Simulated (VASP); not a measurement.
Here is a VASP 6.6.1 calculation.

INCAR

```
SYSTEM = WS2
ALGO = Normal
EDIFF = 1E-6
ENCUT = 520
GGA = PS
ISIF = 2
ISMEAR = 0
LASPH = .True.
LCHARG = .True.
LELF = .True.
LREAL = .False.
LVHAR = .True.
LWAVE = .False.
NBANDS = 64
NELM = 100
PREC = Accurate
SIGMA = 0.05
```

The input KPOINTS:

```
k-points
0
Gamma
  8 2 3
  0 0 0
```

POSCAR

```
WS2
1.0
    1.5728881103     -2.7243221217      0.0000000000
    0.0000000000      0.0000000000    -16.9534210371
    9.4373286620      5.4486442434     -4.2383552593
W S
4 8
Direct
    0.5000000000     -0.2083333333      0.8333333333
    0.0000000000     -0.0208333333      0.0833333333
    0.5000000000     -0.0833333333      0.3333333333
    0.0000000000     -0.1458333333      0.5833333333
    0.0000000000     -0.1367428153      0.9166666667
    0.5000000000      0.0507571847      0.1666666667
    0.0000000000     -0.0117428153      0.4166666667
    0.5000000000     -0.0742428153      0.6666666667
    0.0000000000      0.6784094819      0.9166666667
    0.5000000000      0.8659094819      0.1666666667
    0.0000000000      0.8034094819      0.4166666667
    0.5000000000      0.7409094819      0.6666666667
```

Potentials or basis: VASP PAW PBE potentials, release 64 (W_sv, S).

The run is started by

```sh
$ cat potpaw_PBE.64/W_sv/POTCAR potpaw_PBE.64/S/POTCAR > POTCAR
$ mpirun -np 1 vasp_std > vasp.out
```

Task: Predict the band gap on the k mesh.

Result: Zero (bands 52 and 53 overlap by 0.08 eV).

Task: Predict the largest force.

Result: 1.736 eV/Å.

Forces on the atoms (eV/Å):
```
W    0.161  0.093  0.068
W    1.047  0.604  1.246
W   -0.081 -0.047  0.007
W   -0.161 -0.093 -0.133
S    0.427  0.246 -0.216
S   -0.867 -0.500  0.127
S    0.013  0.007  0.001
S   -0.050 -0.029  0.073
S   -0.064 -0.037 -0.739
S   -0.463 -0.267 -0.416
S   -0.014 -0.008  0.037
S    0.052  0.030 -0.053
```

Caveat: the cell differs from its parent crystal (the part above a cut slid along it); there is no dipole correction, which matters where the two faces differ; the PAW data sets were made with another functional, which shifts forces and pressure a little; spin-orbit coupling is left out, which moves the levels of the heavy elements.
